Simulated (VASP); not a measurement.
Input of a VASP 6.6.1 run:

Contents of INCAR:

```
SYSTEM = Si
ALGO = Normal
EDIFF = 1E-6
EDIFFG = -0.03
ENCUT = 520
IBRION = 2
ISIF = 2
ISMEAR = 0
LASPH = .TRUE.
LCHARG = .FALSE.
LREAL = Auto
LUSENCCL = .FALSE.
LWAVE = .FALSE.
NELECT = 250.0
NELM = 60
NSW = 80
PREC = Accurate
SIGMA = 0.05
```

File KPOINTS:

```
k-points
0
G
  1 1 1
  0 0 0
```

File POSCAR:

```
Si
1.0
   10.8600000000      0.0000000000      0.0000000000
    0.0000000000     10.8600000000      0.0000000000
    0.0000000000      0.0000000000     10.8600000000
Si
63
Direct
    0.4983288000     -0.0002941000      0.0056018000
    0.6297555000      0.1232605000      0.1229319000
    0.7462537000      0.2510889000     -0.0014687000
    0.8769866000      0.3752282000      0.1235376000
    0.7472630000     -0.0043809000      0.2516531000
    0.8713801000      0.1269894000      0.3704503000
   -0.0070051000      0.0000662000     -0.0016188000
    0.1275678000      0.1250299000      0.1248246000
    0.2524255000      0.2482172000      0.0018057000
    0.3818293000      0.3756762000      0.1225042000
    0.4999571000      0.4978402000     -0.0008666000
    0.6296752000      0.6223453000      0.1216724000
    0.7515047000      0.7489559000     -0.0003867000
    0.8733579000      0.8757550000      0.1291500000
    0.2518525000     -0.0010639000      0.2491172000
    0.3725827000      0.1226593000      0.3776923000
    0.5015884000      0.2513879000      0.2514895000
    0.6233849000      0.3750875000      0.3765510000
    0.7545449000      0.5008410000      0.2503310000
    0.8729611000      0.6279764000      0.3744536000
    0.5008443000      0.0012320000      0.4980093000
    0.6259571000      0.1282624000      0.6227286000
    0.7487340000      0.2479152000      0.5004387000
    0.8809154000      0.3760618000      0.6285808000
    0.7508352000     -0.0009876000      0.7502083000
    0.8758164000      0.1246413000      0.8749907000
    0.0004138000      0.4984443000      0.0043514000
    0.1263674000      0.6248375000      0.1236006000
    0.2511904000      0.7480480000     -0.0032516000
    0.3741464000      0.8785814000      0.1246081000
    0.0006416000      0.2475259000      0.2515639000
    0.1236560000      0.3735882000      0.3730237000
    0.2497794000      0.4972574000      0.2490224000
    0.3746031000      0.6225035000      0.3697910000
    0.5013199000      0.7467091000      0.2447727000
    0.6251311000      0.8749818000      0.3781483000
    0.0036201000     -0.0059231000      0.4985401000
    0.1258472000      0.1214245000      0.6282236000
    0.2510485000      0.2482613000      0.4986645000
    0.3759712000      0.3808829000      0.6303681000
    0.4961845000      0.5017633000      0.4960847000
    0.6247453000      0.6223941000      0.6243135000
    0.7489042000      0.7511018000      0.4980494000
    0.8770113000      0.8747762000      0.6225950000
    0.2540844000      0.0010090000      0.7495263000
    0.3753486000      0.1270267000      0.8747342000
    0.4984476000      0.2496825000      0.7485944000
    0.6236281000      0.3795110000      0.8772357000
    0.7537401000      0.4987106000      0.7452861000
    0.8740485000      0.6265247000      0.8737415000
    0.0005994000      0.7474769000      0.2514570000
    0.1239099000      0.8751049000      0.3769251000
   -0.0019184000      0.4971754000      0.4978625000
    0.1266671000      0.6241725000      0.6279824000
    0.3765328000      0.8781090000      0.6255766000
    0.0033634000      0.2520921000      0.7448173000
    0.1289804000      0.3774692000      0.8739888000
    0.2468089000      0.4950319000      0.7505070000
    0.3727717000      0.6219361000      0.8724152000
    0.4956453000      0.7526968000      0.7477246000
    0.6250578000      0.8755459000      0.8761275000
   -0.0003222000      0.7523732000      0.7484693000
    0.1309481000      0.8707663000      0.8770204000
```

Potentials or basis: VASP PAW LDA potentials, release 64 (Si).

Command:

```sh
$ cat potpaw_LDA.64/Si/POTCAR > POTCAR
$ mpirun -np 1 vasp_gam > vasp.out
```

Problem. Estimate the energy gained by relaxing.

Solution. 16.6 meV/atom.

Final structure:
```cif
data_structure
_symmetry_space_group_name_H-M 'P 1'
_symmetry_Int_Tables_number 1
_cell_length_a 10.8600
_cell_length_b 10.8600
_cell_length_c 10.8600
_cell_angle_alpha 90.000
_cell_angle_beta 90.000
_cell_angle_gamma 90.000
_cell_volume 1280.82
loop_
_atom_site_label
_atom_site_type_symbol
_atom_site_fract_x
_atom_site_fract_y
_atom_site_fract_z
_atom_site_occupancy
Si1 Si 0.50061 0.99989 0.99959 1
Si2 Si 0.62571 0.12468 0.12480 1
Si3 Si 0.75032 0.24972 0.99969 1
Si4 Si 0.87521 0.37464 0.12455 1
Si5 Si 0.75057 0.99952 0.24980 1
Si6 Si 0.87596 0.12387 0.37328 1
Si7 Si 0.00059 0.99963 0.99994 1
Si8 Si 0.12412 0.12400 0.12547 1
Si9 Si 0.25053 0.24955 0.99977 1
Si10 Si 0.37737 0.37499 0.12472 1
Si11 Si 0.50057 0.49965 0.99929 1
Si12 Si 0.62495 0.62312 0.12481 1
Si13 Si 0.75065 0.74975 0.99962 1
Si14 Si 0.87608 0.87618 0.12538 1
Si15 Si 0.25306 0.99855 0.25071 1
Si16 Si 0.37544 0.12567 0.37471 1
Si17 Si 0.50068 0.24976 0.24961 1
Si18 Si 0.62535 0.37514 0.37310 1
Si19 Si 0.75037 0.49987 0.24943 1
Si20 Si 0.87447 0.62488 0.37463 1
Si21 Si 0.49963 0.99899 0.49733 1
Si22 Si 0.62475 0.12454 0.62608 1
Si23 Si 0.75068 0.24957 0.49971 1
Si24 Si 0.87607 0.37523 0.62630 1
Si25 Si 0.75030 0.00008 0.74944 1
Si26 Si 0.87531 0.12479 0.87501 1
Si27 Si 0.00024 0.49948 0.99945 1
Si28 Si 0.12526 0.62458 0.12363 1
Si29 Si 0.25023 0.74956 0.99976 1
Si30 Si 0.37537 0.87454 0.12350 1
Si31 Si 0.00011 0.24943 0.24960 1
Si32 Si 0.12533 0.37358 0.37463 1
Si33 Si 0.24801 0.49998 0.24994 1
Si34 Si 0.37969 0.62006 0.36997 1
Si35 Si 0.49971 0.75196 0.25007 1
Si36 Si 0.62610 0.87457 0.37457 1
Si37 Si 0.00139 0.99869 0.50203 1
Si38 Si 0.12541 0.12552 0.62470 1
Si39 Si 0.25019 0.24953 0.49963 1
Si40 Si 0.37484 0.37391 0.62455 1
Si41 Si 0.49967 0.50028 0.50201 1
Si42 Si 0.62623 0.62499 0.62445 1
Si43 Si 0.75023 0.74975 0.49925 1
Si44 Si 0.87426 0.87470 0.62427 1
Si45 Si 0.24822 0.99941 0.74930 1
Si46 Si 0.37728 0.12466 0.87432 1
Si47 Si 0.50032 0.25003 0.74944 1
Si48 Si 0.62560 0.37458 0.87444 1
Si49 Si 0.75044 0.49976 0.74950 1
Si50 Si 0.87594 0.62306 0.87411 1
Si51 Si 0.00134 0.74726 0.25057 1
Si52 Si 0.12202 0.87803 0.37127 1
Si53 Si 0.00108 0.50047 0.49717 1
Si54 Si 0.12136 0.62075 0.62857 1
Si55 Si 0.37961 0.87917 0.62916 1
Si56 Si 0.00041 0.24972 0.74992 1
Si57 Si 0.12397 0.37505 0.87435 1
Si58 Si 0.25253 0.50056 0.74897 1
Si59 Si 0.37513 0.62482 0.87556 1
Si60 Si 0.49968 0.74744 0.74905 1
Si61 Si 0.62511 0.87644 0.87420 1
Si62 Si 0.00102 0.75221 0.74863 1
Si63 Si 0.12551 0.87456 0.87556 1
```

Caveat: the k points lie up to 0.58 Å⁻¹ apart; the cell carries a net charge on a neutralising background, which shifts energy and pressure.
